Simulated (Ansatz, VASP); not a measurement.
ZnS in VASP and in Ansatz

Contents of POSCAR:

```
ZnS
1.0
    3.8110000000      0.0000000000      0.0000000000
   -1.9055000000      3.3004200000      0.0000000000
    0.0000000000      0.0000000000      6.2340000000
Zn S
2 2
Direct
    0.3333333333      0.6666666667      0.0000000000
    0.6666666667      0.3333333333      0.5000000000
    0.3333333333      0.6666666667      0.3850000000
    0.6666666667      0.3333333333      0.8850000000
```

Contents of INCAR.step1:

```
SYSTEM = ZnS
  PREC = Accurate
  ENCUT = 400
  EDIFF = 1E-5
  ISMEAR = 0
  SIGMA = 0.01
  LREAL = .FALSE.
  LASPH = .TRUE.
  NELM = 120
  ALGO = Normal
  ISIF = 2
  LWAVE = .TRUE.
  LCHARG = .FALSE.
  NBANDS = 26
  GGA = PE
  GGA_COMPAT = .FALSE.
```

File INCAR.step2:

```
SYSTEM = ZnS
  PREC = Accurate
  ENCUT = 400
  EDIFF = 1E-6
  ISMEAR = 0
  SIGMA = 0.01
  LREAL = .FALSE.
  LASPH = .TRUE.
  NELM = 120
  ALGO = Normal
  ISIF = 2
  LWAVE = .FALSE.
  LCHARG = .FALSE.
  GGA = PE
  LHFCALC = .TRUE.
  AEXX = 0.35
  PRECFOCK = Normal
  NBANDS = 26
  ISTART = 1
  GGA_COMPAT = .FALSE.
```

File KPOINTS:

```
regular mesh
0
G
  4 4 2
  0 0 0
```

Input for Ansatz:

```yaml
crystal:
  lattice:
    - [3.811, 0.0, 0.0]
    - [-1.9055, 3.30042, 0.0]
    - [0.0, 0.0, 6.234]
  atoms:
    - { symbol: Zn, position: [0.3333333333333333, 0.6666666666666666, 0.0] }
    - { symbol: Zn, position: [0.6666666666666666, 0.3333333333333333, 0.5] }
    - { symbol: S, position: [0.3333333333333333, 0.6666666666666666, 0.385] }
    - { symbol: S, position: [0.6666666666666666, 0.3333333333333333, 0.885] }
kpoints:
  mp_grid:
    grid: [4, 4, 2]
hamiltonian:
  xc:
    exchange: pbe
    correlation: pbe
    exx:
      coeff: 0.35
scf:
  occupations:
    method: fixed
output:
  eigenvalues: true
```

Alike in both runs: task single point; functional PBE-based global hybrid; k mesh 4 × 4 × 2; no spin polarisation.

```csv
,VASP,Ansatz
version,VASP 6.6.1,Ansatz 0.2.0
potentials or method,"VASP PAW PBE potentials, release 64 (Zn, S)","plane waves, PAW"
plane-wave cutoff (eV),400,420
occupations,"gaussian, width 0.01 eV",fixed
valence electrons in the cell,36,36
```

```csv
,VASP,Ansatz,Ansatz less VASP
gap on the k mesh at the Fermi level (eV),5.00,4.96,-0.041
```

VASP's potentials were made for PBE, not for PBE-based global hybrid.

The k mesh is coarse, so the values compare programs but aren't converged.
